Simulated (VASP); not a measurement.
# F (C2/c) in VASP: a series of runs

F is run at these levels: PBE+D3(BJ); tasks: single point.

Everything below comes from runs of VASP 6.6.1. Logs are shortened: lines on timing, memory, paths and dates and some standing lists are left out, and cuts for length are marked.

## 1. The cell of the first run

It takes space group C2/c (No. 15, monoclinic). The conventional cell has a = 6.153 Å, b = 3.590 Å, c = 6.812 Å, α = 90.00°, β = 91.13°, γ = 90.00°. Within 1.9 Å of F (site symmetry 1) lie 1 F at 1.42 Å.

## 2. Single point, PBE+D3(BJ) (18.80 Å³/atom)

Input file INCAR:

```
  PREC = Accurate
  ENCUT = 520
  EDIFF = 1E-6
  ISMEAR = 0
  SIGMA = 0.05
  LREAL = F
  LASPH = T
  NELM = 100
  ALGO = Normal
  ISIF = 2
  LWAVE = F
  LCHARG = F
  GGA = PE
  IVDW = 12
  NBANDS = 22
```

Input file KPOINTS:

```
regular mesh
0
Gamma
  8 8 4
```

Input file POSCAR:

```
F
1.0
    3.0595547146     -1.7947736116      0.3228837866
    3.0595547146      1.7947736116      0.3228837866
   -0.8479159669      0.0000000000      6.7592831050
F
4
Direct
    0.9138648456      0.5855481450      0.0939279973
    0.4144518550      0.0861351544      0.4060720027
    0.0861351544      0.4144518550      0.9060720027
    0.5855481450      0.9138648456      0.5939279973
```

Potentials or basis: VASP PAW PBE potentials, release 64 (F).

The run is started by

```
$ cat potpaw_PBE.64/F/POTCAR > POTCAR
$ mpirun -np 1 vasp_std > vasp.out
```

OUTCAR:

```text
PREC = Accurate
   ENCUT = 520
   EDIFF = 1E-6
   ISMEAR = 0
   LREAL = F
   LASPH = T
   NELM = 100
   ISIF = 2
   GGA = PE
   IVDW = 12
 IVDW          = 12

 ion  position               nearest neighbor table
   1  0.914  0.586  0.094-   3 1.42
   2  0.414  0.086  0.406-   4 1.42
   3  0.086  0.414  0.906-   1 1.42
   4  0.586  0.914  0.594-   2 1.42

  LATTYP: Found a base centered monoclinic cell.
 ALAT       =     6.1530899526
 B/A-ratio  =     0.5833731102
 C/A-ratio  =     1.1071280974
 COS(beta)  =    -0.0196477736

  Lattice vectors:

 A1 = (   3.0595547146,  -1.7947736116,   0.3228837866)
 A2 = (   3.0595547146,   1.7947736116,   0.3228837866)
 A3 = (  -0.8479159669,   0.0000000000,   6.7592831050)

Analysis of symmetry for initial positions (statically):
=====================================================================
 Subroutine PRICEL returns:
 Original cell was already a primitive cell.

 Routine SETGRP: Setting up the symmetry group for a
 base centered monoclinic supercell.

 Subroutine GETGRP returns: Found  4 space group operations
 (whereof  2 operations were pure point group operations)
 out of a pool of  4 trial point group operations.

The static configuration has the point symmetry S_2 .
 The point group associated with its full space group is C_2h.

Analysis of symmetry for dynamics (positions and initial velocities):
=====================================================================
 Subroutine PRICEL returns:
 Original cell was already a primitive cell.

 Routine SETGRP: Setting up the symmetry group for a
 base centered monoclinic supercell.

 Subroutine GETGRP returns: Found  4 space group operations
 (whereof  2 operations were pure point group operations)
 out of a pool of  4 trial point group operations.

The dynamic configuration has the point symmetry S_2 .
 The point group associated with its full space group is C_2h.

 Subroutine INISYM returns: Found  4 space group operations
 (whereof  2 operations are pure point group operations),
 and found     1 'primitive' translations

----------------------------------------------------------------------------------------

                                     Primitive cell

  volume of cell :      75.2160

  direct lattice vectors                    reciprocal lattice vectors
     3.059554715 -1.794773612  0.322883787     0.161287265 -0.278586668  0.020232626
     3.059554715  1.794773612  0.322883787     0.161287265  0.278586668  0.020232626
    -0.847915967  0.000000000  6.759283105    -0.015409043  0.000000000  0.146011701

  length of vectors
     3.561789060  3.561789060  6.812258772     0.322542203  0.322542203  0.146822531

  position of ions in fractional coordinates (direct lattice)
     0.913864846  0.585548145  0.093927997
     0.414451855  0.086135154  0.406072003
     0.086135154  0.414451855  0.906072003
     0.585548145  0.913864846  0.593927997

  ion indices of the primitive-cell ions
   primitive index   ion index
                 1           1
                 2           2
                 3           3
                 4           4

----------------------------------------------------------------------------------------

 KPOINTS: regular mesh

Automatic generation of k-mesh.
 Grid dimensions read from file:
 generate k-points for:    8    8    4

 Generating k-lattice:

  Cartesian coordinates                     Fractional coordinates (reciprocal lattice)
     0.020160908 -0.034823333  0.002529078     0.125000000  0.000000000  0.000000000
     0.020160908  0.034823333  0.002529078     0.000000000  0.125000000  0.000000000
    -0.003852261  0.000000000  0.036502925     0.000000000  0.000000000  0.250000000

  Length of vectors
     0.040317775  0.040317775  0.036705633

  Shift w.r.t. Gamma in fractional coordinates (k-lattice)
     0.000000000  0.000000000  0.000000000

 Subroutine IBZKPT returns following result:
 ===========================================

 Found     78 irreducible k-points:

 Following reciprocal coordinates:
            Coordinates               Weight
  0.000000  0.000000  0.000000      1.000000
  0.125000  0.000000  0.000000      4.000000
  0.250000  0.000000  0.000000      4.000000
  0.375000  0.000000  0.000000      4.000000
  0.500000  0.000000  0.000000      2.000000
  0.125000  0.125000  0.000000      2.000000
[... 16 lines left out ...]
  0.125000  0.000000  0.250000      4.000000
  0.250000 -0.000000  0.250000      4.000000
 [... further k-points ...]
   k-points           NKPTS =     78   k-points in BZ     NKDIM =     78   number of bands    NBANDS=     22
   number of dos      NEDOS =    301   number of ions     NIONS =      4
   total plane-waves  NPLWV =  42336
   dimension x,y,z NGX =    28 NGY =   28 NGZ =   54
   dimension x,y,z NGXF=    56 NGYF=   56 NGZF=  108
   ions per type =               4
   NGX,Y,Z   is equivalent  to a cutoff of  13.07, 13.07, 13.18 a.u.
   NGXF,Y,Z  is equivalent  to a cutoff of  26.14, 26.14, 26.36 a.u.
 SYSTEM =  unknown system
   PREC   = accura    normal or accurate (medium, high low for compatibility)
   ISTART =      0    job   : 0-new  1-cont  2-samecut
   ICHARG =      2    charge: 1-file 2-atom 10-const
   ISPIN  =      1    spin polarized calculation?
   LNONCOLLINEAR =      F non collinear calculations
   LSORBIT =      F    spin-orbit coupling
   LASPH  =      T    aspherical Exc in radial PAW
   ENCUT  =  520.0 eV  38.22 Ry    6.18 a.u.   6.62  6.62 12.67*2*pi/ulx,y,z
   NELM   =    100;   NELMIN=  2; NELMDL= -5     # of ELM steps
   EDIFF  = 0.1E-05   stopping-criterion for ELM
   LREAL  =      F    real-space projection
   EDIFFG = 0.1E-04   stopping-criterion for IOM
   NSW    =      0    number of steps for IOM
   IBRION =     -1    ionic relax: 0-MD 1-quasi-New 2-CG
   NFREE  =      0    steps in history (QN), initial steepest desc. (CG)
   ISIF   =      2    stress and relaxation
   ISYM   =      2    0-nonsym 1-usesym 2-fastsym
   POTIM  = 0.5000    time-step for ionic-motion
   TEBEG  =    0.0;   TEEND  =   0.0 temperature during run
   PSTRESS=    0.0 pullay stress
   NELECT =      28.0000    total number of electrons
   NUPDOWN=      -1.0000    fix difference up-down
   EMIN   =  10.00;   EMAX   =-10.00  energy-range for DOS
   EFERMI =   0.00;   METHOD = LEGACY
   ISMEAR =     0;   SIGMA  =   0.05  broadening in eV -4-tet -1-fermi 0-gaus
   EFERMI_NEDOS =   21; number of points for ismear=-14 and -15
   IALGO  =     38    algorithm
   IMIX   =      4    mixing-type and parameters
     AMIX     =   0.40;   BMIX     =  1.00
     AMIX_MAG =   1.60;   BMIX_MAG =  1.00
  volume/ion in A,a.u.               =      18.80       126.90
  Fermi-wavevector in a.u.,A,eV,Ry     =   1.177671  2.225476 18.870052  1.386910
  Thomas-Fermi vector in A             =   2.314014
   LORBIT       =      0    0 simple, 1 ext, 2 COOP (PROOUT), +10 PAW based schemes
   GGA     = PE    functional components
   LHFCALC =     F    Hartree Fock is set to
   AEXX    =    0.0000 exact exchange contribution
   IVDW    =    12    specifies the selected vdW correction
   LEPSILON=     F    determine dielectric tensor
   LRPA    =     F    only Hartree local field effects (RPA)
 non-spin polarized calculation
 Gauss-broadening in eV      SIGMA  =   0.05
  energy-cutoff  :      520.00
  volume of cell :       75.22
 maximum number of plane-waves:      2057
 NGX is ok and might be reduce to    28
   NGX = 13   NGY = 13   NGZ = 25

 number of electron      28.0000005 magnetization

 Free energy of the ion-electron system (eV)
  ---------------------------------------------------
  ext. energy  EPLUGINS =         0.00000000
  ---------------------------------------------------
  free energy    TOTEN  =        -7.32312258 eV

  energy without entropy =       -7.32312258  energy(sigma->0) =       -7.32312258

 E-fermi :  -5.6507     XC(G=0):  -6.9406

 val. band max:       -5.9151251395   @ k =   0.0000   0.0000   0.0000
 cond. band min:      -2.9539865759   @ k =   0.0000   0.0000   0.0000
 fundamental gap:      2.9611385636
 Fermi energy:        -5.6506500832

 k-point     1 :       0.0000    0.0000    0.0000
  band No.  band energies     occupation
      1     -30.6147      2.00000
      2     -30.5194      2.00000
      3     -24.4882      2.00000
      4     -24.2234      2.00000
      5     -12.2630      2.00000
      6     -11.6820      2.00000
[... 14 lines left out ...]
     21      13.9590      0.00000
     22      14.1164      0.00000

 k-point     2 :       0.1250    0.0000    0.0000
  band No.  band energies     occupation
      1     -30.6053      2.00000
      2     -30.5170      2.00000
      3     -24.4780      2.00000
      4     -24.2336      2.00000
      5     -12.2466      2.00000
      6     -11.7052      2.00000
[... 14 lines left out ...]
     21      12.9893      0.00000
     22      13.6915      0.00000

 k-point     3 :       0.2500    0.0000    0.0000
  band No.  band energies     occupation
      1     -30.5806      2.00000
      2     -30.5129      2.00000
      3     -24.4492      2.00000
      4     -24.2626      2.00000
      5     -12.1963      2.00000
      6     -11.7729      2.00000
[... 14 lines left out ...]
     21      12.0733      0.00000
     22      12.3072      0.00000
[... 476 lines left out ...]
 k-point    23 :       0.1250    0.0000    0.2500
  band No.  band energies     occupation
      1     -30.5924      2.00000
      2     -30.5303      2.00000
      3     -24.4421      2.00000
      4     -24.2697      2.00000
      5     -12.1717      2.00000
      6     -11.7899      2.00000
[... 14 lines left out ...]
     21      12.4529      0.00000
     22      13.4311      0.00000

 k-point    24 :       0.2500   -0.0000    0.2500
  band No.  band energies     occupation
      1     -30.5708      2.00000
      2     -30.5233      2.00000
      3     -24.4217      2.00000
      4     -24.2905      2.00000
      5     -12.1333      2.00000
      6     -11.8335      2.00000
[... 14 lines left out ...]
     21      11.3052      0.00000
     22      11.9312      0.00000

 [... further k-points ...]

------------------------ aborting loop because EDIFF is reached ----------------------------------------

 Edisp (eV)   -0.09522

 E8    (eV) :    -0.0202

  FORCE on cell =-STRESS in cart. coord.  units (eV):
  Direction    XX          YY          ZZ          XY          YZ          ZX
  --------------------------------------------------------------------------------------
  -------------------------------------------------------------------------------------
  Total      -0.32808    -0.12334     0.37356     0.00000     0.00000    -0.08928
  in kB      -6.98835    -2.62719     7.95717     0.00000     0.00000    -1.90170
  external pressure =       -0.55 kB  Pullay stress =        0.00 kB

 VOLUME and BASIS-vectors are now :
 -----------------------------------------------------------------------------
  energy-cutoff  :      520.00
  volume of cell :       75.22
      direct lattice vectors                 reciprocal lattice vectors
     3.059554715 -1.794773612  0.322883787     0.161287265 -0.278586668  0.020232626
     3.059554715  1.794773612  0.322883787     0.161287265  0.278586668  0.020232626
    -0.847915967  0.000000000  6.759283105    -0.015409043  0.000000000  0.146011701

 POSITION                                       TOTAL-FORCE (eV/Angst)
 -----------------------------------------------------------------------------------
      4.50789     -0.58925      1.11902        -0.030169      0.119939      0.244911
      1.18726     -0.58925      2.90639         0.030169      0.119939     -0.244911
      0.76330      0.58925      6.28603         0.030169     -0.119939     -0.244911
      4.08394      0.58925      4.49866        -0.030169     -0.119939      0.244911
 -----------------------------------------------------------------------------------
    total drift:                                0.000000      0.000000      0.000000

  FREE ENERGIE OF THE ION-ELECTRON SYSTEM (eV)
  ---------------------------------------------------
  free  energy   TOTEN  =        -7.4183407344 eV

  energy  without entropy=       -7.4183407344  energy(sigma->0) =       -7.41834073
```

Wall time 39 s (1 thread of Intel Xeon 6975P-C (Granite Rapids), shared host); peak memory 0.24 GiB.

What came out:

```
Free energy                : -7.4183 eV
Pressure                   : -0.1 GPa
Largest force              : 0.274 eV/Å
Band gap on the k mesh     : 2.96 eV
Dispersion energy per atom : -0.024 eV
```

Forces on the atoms (eV/Å):
```
F   -0.030  0.120  0.245
F    0.030  0.120 -0.245
F    0.030 -0.120 -0.245
F   -0.030 -0.120  0.245
```

Stress tensor (GPa, compression positive):
```
-0.70  0.00 -0.19
 0.00 -0.26  0.00
-0.19  0.00  0.80
```

A k mesh can miss the band edges.

(Part 1 of 2 ends here.)
